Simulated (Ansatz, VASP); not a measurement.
## Pt: VASP beside Ansatz

The input INCAR:

```
PREC = Accurate
ENCUT = 520
EDIFF = 1E-7
ISMEAR = 0
SIGMA = 0.15
LREAL = F
LASPH = T
NELM = 60
ALGO = Fast
ISIF = 2
LWAVE = F
LCHARG = F
GGA = CA
NBANDS = 11
```

KPOINTS

```
Automatic mesh
0
Gamma
  20 20 20
```

The input POSCAR:

```
Pt
1.0
    0.0000000000      1.9468328700      1.9127632948
    2.1074465818      0.0000000000      1.9127632948
    2.1074465818      1.9468328700      0.0000000000
Pt
1
Direct
    0.0000000000      0.0000000000      0.0000000000
```

Input for Ansatz:

```yaml
crystal:
  lattice:
    - [0.0, 1.94683287, 1.9127632948]
    - [2.1074465818, 0.0, 1.9127632948]
    - [2.1074465818, 1.94683287, 0.0]
  atoms:
    - { symbol: Pt, position: [0.0, 0.0, 0.0] }
basis:
  ecutwfc: 420
kpoints:
  mp_grid: { grid: [20, 20, 20] }
hamiltonian:
  xc: lda
scf:
  occupations: { method: gaussian, width: 0.15 }
output:
  forces: true
  stress: true
  eigenvalues: true
```

Change from the starting cell: normal strain along x +0.0825, normal strain along z -0.0175.

Alike in both runs: task single point; functional LDA; k mesh 20 × 20 × 20; occupations gaussian, width 0.15 eV; no spin polarisation.

|  | VASP | Ansatz |
| --- | --- | --- |
| version | VASP 6.6.1 | Ansatz 0.2.0 |
| potentials or method | VASP PAW LDA potentials, release 64 (Pt), cutoff 520 eV | scalar-relativistic, plane waves, PAW |
| valence electrons in the cell | 10 | 18 |

VASP gave:

* gap on the k mesh at the Fermi level (eV): none
* pressure (GPa): -14.4
* traceless stress, the component that is largest in VASP (GPa): -5.99

Which values does Ansatz return?

gap on the k mesh at the Fermi level (eV): none; pressure (GPa): -15.0; traceless stress, the component that is largest in VASP (GPa): -5.97.

LDA's correlation is that of Perdew and Zunger in VASP and of Perdew and Wang (1992) in Ansatz. A gap of «none» marks a metal or a gap that the smearing closes. VASP's potentials hold 10 valence electrons a cell and Ansatz's 18, so a difference there can come from the potentials and not from the codes.

Neither program's run includes spin-orbit coupling.
